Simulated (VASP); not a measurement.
## Al5Cu3: single point with PBE

The system is Al5Cu3.

```
CELL_PARAMETERS angstrom
3.75642 0.00000 0.00000
0.00000 3.91550 0.00000
0.00000 0.00000 7.84473
ATOMIC_POSITIONS crystal
Al 0.00000 0.00000 0.50000
Al 0.00000 0.00000 0.00000
Al 0.50000 0.50000 0.00000
Al 0.00000 0.50000 0.74044
Al 0.00000 0.50000 0.25956
Cu 0.50000 0.00000 0.74618
Cu 0.50000 0.00000 0.25382
Cu 0.50000 0.50000 0.50000
```

The cell was built from a structure type or drawn by symmetry, and may not be a known phase.

```yaml
Program: VASP 6.6.1
Task: single point
Functional: PBE
Potentials_or_basis: VASP PAW PBE potentials, release 64 (Al, Cu)
Cutoff: 520 eV
k_mesh: 8 × 8 × 4
Occupations: gaussian, width 0.1 eV
Spin: no spin polarisation
```

| Item | Value |
| --- | --- |
| Pressure | 0.2 GPa |
| Largest force | 0.007 eV/Å |
| Band gap on the k mesh | zero (bands 24 and 25 overlap by 3.41 eV) |

Forces on the atoms (eV/Å):
```
Al   0.000  0.000  0.000
Al   0.000  0.000  0.000
Al   0.000  0.000  0.000
Al   0.000  0.000  0.007
Al   0.000  0.000 -0.007
Cu   0.000  0.000  0.005
Cu   0.000  0.000 -0.005
Cu   0.000  0.000  0.000
```

Stress tensor (GPa, compression positive):
```
0.26 0.00 0.00
0.00 0.20 0.00
0.00 0.00 0.15
```

Levels at points of the mesh, in eV from the Fermi level:
| k point | band 21 | band 22 | band 23 | band 24 | band 25 | band 26 |
| --- | --- | --- | --- | --- | --- | --- |
| (0.00, 0.00, 0.00) | -1.42 | 0.18 | 0.67 | 0.72 | 0.89 | 1.43 |
| (0.50, 0.00, 0.00) | -2.85 | 0.82 | 0.86 | 1.02 | 1.04 | 1.09 |
| (0.00, 0.50, 0.00) | -2.48 | 0.69 | 0.71 | 1.22 | 1.37 | 1.92 |
| (0.50, 0.50, 0.00) | -3.12 | -3.01 | -2.88 | -1.36 | -1.35 | -1.21 |
| (0.00, 0.00, 0.50) | -1.21 | -0.73 | -0.36 | 0.36 | 1.50 | 1.79 |
| (0.50, 0.00, 0.50) | -1.89 | -1.82 | -1.73 | 0.89 | 1.41 | 1.92 |
| (0.00, 0.50, 0.50) | -2.22 | -1.49 | -1.34 | 1.36 | 1.64 | 2.44 |
| (0.50, 0.50, 0.50) | -3.06 | -3.05 | -2.89 | -0.76 | -0.18 | 0.37 |

Wall time 3.5 min on 1 thread of Intel(R) Xeon(R) 6975P-C (Granite Rapids), with other jobs on the host, peak memory 0.37 GiB.
